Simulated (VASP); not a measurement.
Write the native input for VASP 6.6.1 that does the following.

| Property | Result |
| --- | --- |
| Task | single point |
| Functional | PBEsol |
| Potentials or basis | VASP PAW PBE potentials, release 64 (Mg, O) |
| Cutoff | 520 eV |
| k mesh | 9 × 9 × 2 |
| Occupations | gaussian, width 0.05 eV |
| Spin | no spin polarisation |
| Dipole correction | no |
| Further INCAR settings | ALGO = Normal; EDIFF = 1e-06; NBANDS = 36 |

The structure of MgO lies in POSCAR:

```
MgO
1.0
    2.1351500000     -2.1351500000      0.0000000000
    2.1351500000      0.0000000000     -2.1351500000
    8.8292751346      8.8292751346      8.8292751346
Mg O
6 6
Direct
    0.6666666667      0.6666666667      0.0403043656
    0.0000000000      0.0000000000      0.8463916784
    0.3333333333      0.3333333333      0.2015218282
    0.6666666667      0.6666666667      0.5239567533
    0.0000000000      0.0000000000      0.3627392907
    0.3333333333      0.3333333333      0.6851742158
    0.6666666667      0.6666666667      0.2821305595
    0.0000000000      0.0000000000      0.1209130969
    0.3333333333      0.3333333333      0.4433480220
    0.6666666667      0.6666666667      0.7657829471
    1.0000000000      1.0000000000      0.6045654846
    0.3333333333      0.3333333333      0.9270004096
```

This cell differs from its parent crystal: the distance across one plane changed.

These files were run (other wordings do the same):

INCAR

```
SYSTEM = MgO
  PREC = Accurate
  ENCUT = 520
  EDIFF = 1E-6
  ISMEAR = 0
  SIGMA = 0.05
  LREAL = .False.
  LASPH = .True.
  NELM = 60
  ALGO = Normal
  ISIF = 2
  LWAVE = .False.
  LCHARG = .False.
  GGA = PS
  NBANDS = 36
```

KPOINTS

```
Automatic mesh
0
Gamma
  9 9 2
  0 0 0
```

Potentials or basis: VASP PAW PBE potentials, release 64 (Mg, O).

Command:

```console
$ cat potpaw_PBE.64/Mg/POTCAR potpaw_PBE.64/O/POTCAR > POTCAR
$ mpirun -np 1 vasp_std > vasp.out
```

Results of the run:

| Item | Value |
| --- | --- |
| Pressure | -8.6 GPa |
| Largest force | 2.849 eV/Å |
| Band gap on the k mesh | 1.72 eV |

Caveat: the cell differs from its parent crystal (the distance across one plane changed); the cell stands under tension; the PAW data sets were made with another functional, which shifts forces and pressure a little.

Wall time 65 s on 1 thread of AMD EPYC 9R45 96-Core Processor (Zen 5), on a shared host, peak memory 0.26 GiB.
